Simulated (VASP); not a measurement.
# MnSb (Fm-3m) in VASP: a series of runs

Runs on MnSb. Level: PBE. Tasks: single point.

Program: VASP 6.6.1. These are calculated values, not measurements. Logs are shortened: lines on timing, memory, paths and dates and some standing lists are left out, and cuts for length are marked.

## (1) The cell of the first run

Symmetry: Fm-3m, No. 225, cubic system. Conventional cell: a = 5.700 Å, b = 5.700 Å, c = 5.700 Å, α = 90.00°, β = 90.00°, γ = 90.00°. Within 3.8 Å of Mn (site symmetry m-3m) lie 6 Sb at 2.85 Å. Within 3.8 Å of Sb (site symmetry m-3m) lie 6 Mn at 2.85 Å.

## (2) Single point, PBE (volume scaled by 1.06)

INCAR

```
PREC = Accurate
ENCUT = 520
EDIFF = 1E-6
ISMEAR = -1
SIGMA = 0.08
LREAL = F
LASPH = T
NELM = 100
ALGO = Normal
ISIF = 2
LWAVE = F
LCHARG = T
GGA = PE
LELF = T
LVHAR = T
NBANDS = 16
```

KPOINTS

```
Automatic mesh
0
Gamma
  12 12 12
```

POSCAR

```
MnSb
1.0
    0.0000000000      2.8498341525      2.8498341525
    2.8498341525      0.0000000000      2.8498341525
    2.8498341525      2.8498341525      0.0000000000
Mn Sb
1 1
Direct
    0.0000000000      0.0000000000      0.0000000000
    0.5000000000      0.5000000000      0.5000000000
```

Potentials or basis: VASP PAW PBE potentials, release 64 (Mn_pv, Sb).

Launch:

```
> cat potpaw_PBE.64/Mn_pv/POTCAR potpaw_PBE.64/Sb/POTCAR > POTCAR
> mpirun -np 1 vasp_std > vasp.out
```

OUTCAR:

```text
PREC = Accurate
   ENCUT = 520
   EDIFF = 1E-6
   ISMEAR = -1
   LREAL = F
   LASPH = T
   NELM = 100
   ISIF = 2
   GGA = PE

 ion  position               nearest neighbor table
   1  0.000  0.000  0.000-   2 2.85   2 2.85   2 2.85   2 2.85   2 2.85   2 2.85
   2  0.500  0.500  0.500-   1 2.85   1 2.85   1 2.85   1 2.85   1 2.85   1 2.85

  LATTYP: Found a face centered cubic cell.
 ALAT       =     5.6996683050

  Lattice vectors:

 A1 = (   0.0000000000,   2.8498341525,   2.8498341525)
 A2 = (   2.8498341525,   0.0000000000,   2.8498341525)
 A3 = (   2.8498341525,   2.8498341525,   0.0000000000)

Analysis of symmetry for initial positions (statically):
=====================================================================
 Subroutine PRICEL returns:
 Original cell was already a primitive cell.

 Routine SETGRP: Setting up the symmetry group for a
 face centered cubic supercell.

 Subroutine GETGRP returns: Found 48 space group operations
 (whereof 48 operations were pure point group operations)
 out of a pool of 48 trial point group operations.

The static configuration has the point symmetry O_h .

Analysis of symmetry for dynamics (positions and initial velocities):
=====================================================================
 Subroutine PRICEL returns:
 Original cell was already a primitive cell.

 Routine SETGRP: Setting up the symmetry group for a
 face centered cubic supercell.

 Subroutine GETGRP returns: Found 48 space group operations
 (whereof 48 operations were pure point group operations)
 out of a pool of 48 trial point group operations.

The dynamic configuration has the point symmetry O_h .

 Subroutine INISYM returns: Found 48 space group operations
 (whereof 48 operations are pure point group operations),
 and found     1 'primitive' translations

----------------------------------------------------------------------------------------

                                     Primitive cell

  volume of cell :      46.2902

  direct lattice vectors                    reciprocal lattice vectors
     0.000000000  2.849834153  2.849834153    -0.175448806  0.175448806  0.175448806
     2.849834153  0.000000000  2.849834153     0.175448806 -0.175448806  0.175448806
     2.849834153  2.849834153  0.000000000     0.175448806  0.175448806 -0.175448806

  length of vectors
     4.030274109  4.030274109  4.030274109     0.303886247  0.303886247  0.303886247

  position of ions in fractional coordinates (direct lattice)
     0.000000000  0.000000000  0.000000000
     0.500000000  0.500000000  0.500000000

  ion indices of the primitive-cell ions
   primitive index   ion index
                 1           1
                 2           2

----------------------------------------------------------------------------------------

 KPOINTS: Automatic mesh

Automatic generation of k-mesh.
 Grid dimensions read from file:
 generate k-points for:   12   12   12

 Generating k-lattice:

  Cartesian coordinates                     Fractional coordinates (reciprocal lattice)
    -0.014620734  0.014620734  0.014620734     0.083333333  0.000000000  0.000000000
     0.014620734 -0.014620734  0.014620734     0.000000000  0.083333333  0.000000000
     0.014620734  0.014620734 -0.014620734     0.000000000  0.000000000  0.083333333

  Length of vectors
     0.025323854  0.025323854  0.025323854

  Shift w.r.t. Gamma in fractional coordinates (k-lattice)
     0.000000000  0.000000000  0.000000000

 Subroutine IBZKPT returns following result:
 ===========================================

 Found     72 irreducible k-points:

 Following reciprocal coordinates:
            Coordinates               Weight
  0.000000  0.000000  0.000000      1.000000
  0.083333  0.000000  0.000000      8.000000
  0.166667  0.000000  0.000000      8.000000
  0.250000  0.000000  0.000000      8.000000
  0.333333  0.000000  0.000000      8.000000
  0.416667  0.000000  0.000000      8.000000
[... 16 lines left out ...]
  0.500000  0.166667  0.000000     24.000000
 -0.416667  0.166667  0.000000     24.000000
 [... further k-points ...]
   k-points           NKPTS =     72   k-points in BZ     NKDIM =     72   number of bands    NBANDS=     16
   number of dos      NEDOS =    301   number of ions     NIONS =      2
   total plane-waves  NPLWV =  27000
   dimension x,y,z NGX =    30 NGY =   30 NGZ =   30
   dimension x,y,z NGXF=    60 NGYF=   60 NGZF=   60
   ions per type =               1   1
   NGX,Y,Z   is equivalent  to a cutoff of  12.37, 12.37, 12.37 a.u.
   NGXF,Y,Z  is equivalent  to a cutoff of  24.75, 24.75, 24.75 a.u.
 SYSTEM =  unknown system
   PREC   = accura    normal or accurate (medium, high low for compatibility)
   ISTART =      0    job   : 0-new  1-cont  2-samecut
   ICHARG =      2    charge: 1-file 2-atom 10-const
   ISPIN  =      1    spin polarized calculation?
   LNONCOLLINEAR =      F non collinear calculations
   LSORBIT =      F    spin-orbit coupling
   LASPH  =      T    aspherical Exc in radial PAW
   ENCUT  =  520.0 eV  38.22 Ry    6.18 a.u.   7.49  7.49  7.49*2*pi/ulx,y,z
   NELM   =    100;   NELMIN=  2; NELMDL= -5     # of ELM steps
   EDIFF  = 0.1E-05   stopping-criterion for ELM
   LREAL  =      F    real-space projection
   EDIFFG = 0.1E-04   stopping-criterion for IOM
   NSW    =      0    number of steps for IOM
   IBRION =     -1    ionic relax: 0-MD 1-quasi-New 2-CG
   NFREE  =      0    steps in history (QN), initial steepest desc. (CG)
   ISIF   =      2    stress and relaxation
   ISYM   =      2    0-nonsym 1-usesym 2-fastsym
   POTIM  = 0.5000    time-step for ionic-motion
   TEBEG  =    0.0;   TEEND  =   0.0 temperature during run
   PSTRESS=    0.0 pullay stress
   NELECT =      18.0000    total number of electrons
   NUPDOWN=      -1.0000    fix difference up-down
   EMIN   =  10.00;   EMAX   =-10.00  energy-range for DOS
   EFERMI =   0.00;   METHOD = LEGACY
   ISMEAR =    -1;   SIGMA  =   0.08  broadening in eV -4-tet -1-fermi 0-gaus
   EFERMI_NEDOS =   21; number of points for ismear=-14 and -15
   IALGO  =     38    algorithm
   IMIX   =      4    mixing-type and parameters
     AMIX     =   0.40;   BMIX     =  1.00
     AMIX_MAG =   1.60;   BMIX_MAG =  1.00
  volume/ion in A,a.u.               =      23.15       156.19
  Fermi-wavevector in a.u.,A,eV,Ry     =   1.194912  2.258057 19.426612  1.427816
  Thomas-Fermi vector in A             =   2.330891
   LORBIT       =      0    0 simple, 1 ext, 2 COOP (PROOUT), +10 PAW based schemes
   GGA     = PE    functional components
   LHFCALC =     F    Hartree Fock is set to
   AEXX    =    0.0000 exact exchange contribution
   IVDW    =     0    specifies the selected vdW correction
   LEPSILON=     F    determine dielectric tensor
   LRPA    =     F    only Hartree local field effects (RPA)
 non-spin polarized calculation
  energy-cutoff  :      520.00
  volume of cell :       46.29
 maximum number of plane-waves:      1283
 NGX is ok and might be reduce to    30
   NGX = 15   NGY = 15   NGZ = 15

 number of electron      18.0000008 magnetization

 Free energy of the ion-electron system (eV)
  ---------------------------------------------------
  ext. energy  EPLUGINS =         0.00000000
  ---------------------------------------------------
  free energy    TOTEN  =       -11.13752916 eV

  energy without entropy =      -10.97369960  energy(sigma->0) =      -11.05561438

 E-fermi :   6.4662     XC(G=0): -10.3459

 val. band max:        6.4595980313   @ k =  -0.4167   0.4167   0.0833
 cond. band min:       6.4823947217   @ k =  -0.2500   0.5000   0.2500
 fundamental gap:      0.0227966903
 Fermi energy:         6.4662159234

 k-point     1 :       0.0000    0.0000    0.0000
  band No.  band energies     occupation
      1     -41.0848      2.00000
      2     -41.0848      2.00000
      3     -41.0848      2.00000
      4      -4.3359      2.00000
      5       5.8686      1.99886
      6       5.8686      1.99886
[... 8 lines left out ...]
     15      15.1791      0.00000
     16      15.1791      0.00000

 k-point     2 :       0.0833    0.0000    0.0000
  band No.  band energies     occupation
      1     -41.0850      2.00000
      2     -41.0848      2.00000
      3     -41.0848      2.00000
      4      -4.2527      2.00000
      5       5.7226      1.99982
      6       5.7716      1.99966
[... 8 lines left out ...]
     15      15.1496      0.00000
     16      15.1496      0.00000

 k-point     3 :       0.1667    0.0000    0.0000
  band No.  band energies     occupation
      1     -41.0855      2.00000
      2     -41.0848      2.00000
      3     -41.0848      2.00000
      4      -4.0083      2.00000
      5       5.0670      2.00000
      6       5.4324      2.00000
[... 8 lines left out ...]
     15      14.5601      0.00000
     16      14.5601      0.00000

 k-point     4 :       0.2500    0.0000    0.0000
  band No.  band energies     occupation
      1     -41.0862      2.00000
      2     -41.0849      2.00000
      3     -41.0848      2.00000
      4      -3.6213      2.00000
      5       3.9181      2.00000
      6       5.0752      2.00000
[... 8 lines left out ...]
     15      13.6533      0.00000
     16      15.3625      0.00000
[... 324 lines left out ...]
 k-point    22 :       0.4167    0.1667    0.0000
  band No.  band energies     occupation
      1     -41.0870      2.00000
      2     -41.0852      2.00000
      3     -41.0852      2.00000
      4      -2.7765      2.00000
      5       2.5787      2.00000
      6       4.4146      2.00000
[... 8 lines left out ...]
     15      14.4186      0.00000
     16      15.1427      0.00000

 k-point    23 :       0.5000    0.1667    0.0000
  band No.  band energies     occupation
      1     -41.0873      2.00000
      2     -41.0854      2.00000
      3     -41.0851      2.00000
      4      -2.4089      2.00000
      5       1.9492      2.00000
      6       4.2225      2.00000
[... 8 lines left out ...]
     15      13.8410      0.00000
     16      16.1361      0.00000

 k-point    24 :      -0.4167    0.1667    0.0000
  band No.  band energies     occupation
      1     -41.0873      2.00000
      2     -41.0855      2.00000
      3     -41.0850      2.00000
      4      -2.3416      2.00000
      5       1.8366      2.00000
      6       4.1789      2.00000
[... 8 lines left out ...]
     15      13.3544      0.00000
     16      16.9350      0.00000

 [... further k-points ...]

------------------------ aborting loop because EDIFF is reached ----------------------------------------

  FORCE on cell =-STRESS in cart. coord.  units (eV):
  Direction    XX          YY          ZZ          XY          YZ          ZX
  --------------------------------------------------------------------------------------
  -------------------------------------------------------------------------------------
  Total       -4.4696133     -4.4696133     -4.4696133      0.0000000      0.0000000     -0.0000000
  in kB     -154.7005230   -154.7005230   -154.7005230      0.0000000      0.0000000     -0.0000000
  external PRESSURE =    -154.7005230 kB  Pullay stress =       0.0000000 kB

 VOLUME and BASIS-vectors are now :
 -----------------------------------------------------------------------------
  energy-cutoff  :      520.00
  volume of cell :       46.29
      direct lattice vectors                 reciprocal lattice vectors
     0.000000000  2.849834153  2.849834153    -0.175448806  0.175448806  0.175448806
     2.849834153  0.000000000  2.849834153     0.175448806 -0.175448806  0.175448806
     2.849834153  2.849834153  0.000000000     0.175448806  0.175448806 -0.175448806

 POSITION                                       TOTAL-FORCE (eV/Angst)
 -----------------------------------------------------------------------------------
      0.00000      0.00000      0.00000        -0.000000     -0.000000      0.000000
      2.84983      2.84983      2.84983         0.000000      0.000000     -0.000000
 -----------------------------------------------------------------------------------
    total drift:                               -0.000000      0.000000      0.000000

  FREE ENERGIE OF THE ION-ELECTRON SYSTEM (eV)
  ---------------------------------------------------
  free  energy   TOTEN  =       -11.1375291608 eV

  energy  without entropy=      -10.9736995977  energy(sigma->0) =      -11.05561438
```

Run time: 25 s. Hardware: 1 thread of Intel Xeon 6975P-C (Granite Rapids), shared host; peak memory 0.2 GiB.

Results:

```
Free energy            : -11.1375 eV
Pressure               : -15.5 GPa
Band gap on the k mesh : zero (band 9 reaches 6.50 eV, above the bottom of band 10 at 6.49 eV)
```

Caveat: spin-orbit coupling is left out, which moves the levels of the heavy elements.

## (3) Single point, PBE (volume scaled by 1.12)

INCAR

```
SYSTEM = MnSb
PREC = Accurate ; ENCUT = 520
EDIFF = 1E-6 ; ISMEAR = -1
SIGMA = 0.08 ; LREAL = .FALSE.
LASPH = .TRUE. ; NELM = 100
ALGO = Normal ; ISIF = 2
LWAVE = .FALSE. ; LCHARG = .FALSE.
GGA = PE ; NBANDS = 16
```

KPOINTS

```
regular mesh
0
G
  12 12 12
  0 0 0
```

POSCAR

```
MnSb
1.0
    0.0000000000      2.9026208189      2.9026208189
    2.9026208189      0.0000000000      2.9026208189
    2.9026208189      2.9026208189      0.0000000000
Mn Sb
1 1
Direct
    0.0000000000      0.0000000000      0.0000000000
    0.5000000000      0.5000000000      0.5000000000
```

Potentials or basis: VASP PAW PBE potentials, release 64 (Mn_pv, Sb).

Launch:

```
> cat potpaw_PBE.64/Mn_pv/POTCAR potpaw_PBE.64/Sb/POTCAR > POTCAR
> mpirun -np 1 vasp_std > vasp.out
```

Wall time 19 s (1 thread of Intel Xeon 6975P-C (Granite Rapids), shared host); peak memory 0.21 GiB.

It converged, with:

```yaml
Free_energy: -10.8746 eV
Pressure: -16.6 GPa
Band_gap_on_the_k_mesh: zero (filled and empty bands touch)
```

Levels at points of the mesh, in eV from the Fermi level:
| k point | band 6 | band 7 | band 8 | band 9 | band 10 | band 11 | band 12 | band 13 |
| --- | --- | --- | --- | --- | --- | --- | --- | --- |
| (0.00, 0.00, 0.00) | -0.54 | -0.54 | -0.47 | -0.47 | 1.36 | 1.36 | 1.36 | 4.45 |
| (0.50, 0.00, 0.00) | -1.80 | -1.80 | -0.12 | -0.12 | 0.07 | 3.25 | 3.25 | 4.19 |
| (0.50, 0.50, 0.00) | -1.06 | -0.95 | -0.95 | -0.27 | 0.03 | 0.03 | 0.30 | 1.69 |

Caveat: spin-orbit coupling is left out, which moves the levels of the heavy elements. Spin polarisation is off, so any magnetic state and its effect on volume and gap are missing.

## (4) Single point, PBE (volume scaled by 1.2)

INCAR

```
SYSTEM = MnSb
ALGO = Normal
EDIFF = 1E-6
ENCUT = 520
GGA = PE
ISIF = 2
ISMEAR = -1
LASPH = .TRUE.
LCHARG = .TRUE.
LELF = .TRUE.
LREAL = .FALSE.
LVHAR = .TRUE.
LWAVE = .FALSE.
NBANDS = 16
NELM = 80
PREC = Accurate
SIGMA = 0.08
```

KPOINTS

```
k-points
0
G
  12 12 12
  0 0 0
```

POSCAR

```
MnSb
1.0
    0.0000000000      2.9701477034      2.9701477034
    2.9701477034      0.0000000000      2.9701477034
    2.9701477034      2.9701477034      0.0000000000
Mn Sb
1 1
Direct
    0.0000000000      0.0000000000      0.0000000000
    0.5000000000      0.5000000000      0.5000000000
```

Launch:

```
> cat potpaw_PBE.64/Mn_pv/POTCAR potpaw_PBE.64/Sb/POTCAR > POTCAR
> mpirun -np 1 vasp_std > vasp.out
```

It took 20 s on 1 thread of Intel Xeon 6975P-C (Granite Rapids), shared host; peak memory 0.21 GiB.

The run converged. Its results:

```yaml
Free_energy: -10.5041 eV
Pressure: -17.3 GPa
Band_gap_on_the_k_mesh: zero (filled and empty bands overlap)
```

Levels at points of the mesh, in eV from the Fermi level:
| k point | band 5 | band 6 | band 7 | band 8 | band 9 | band 10 | band 11 | band 12 | band 13 | band 14 |
| --- | --- | --- | --- | --- | --- | --- | --- | --- | --- | --- |
| (0.00, 0.00, 0.00) | -0.47 | -0.47 | -0.47 | -0.43 | -0.43 | 1.22 | 1.22 | 1.22 | 3.80 | 8.27 |
| (0.50, 0.00, 0.00) | -4.43 | -1.66 | -1.66 | -0.10 | -0.10 | 0.06 | 2.96 | 2.96 | 4.02 | 5.25 |
| (0.50, 0.50, 0.00) | -3.41 | -0.92 | -0.88 | -0.88 | -0.25 | 0.02 | 0.02 | 0.26 | 1.46 | 5.51 |

Caveat: spin-orbit coupling is left out, which moves the levels of the heavy elements.

(Part 1 of 2 ends here.)
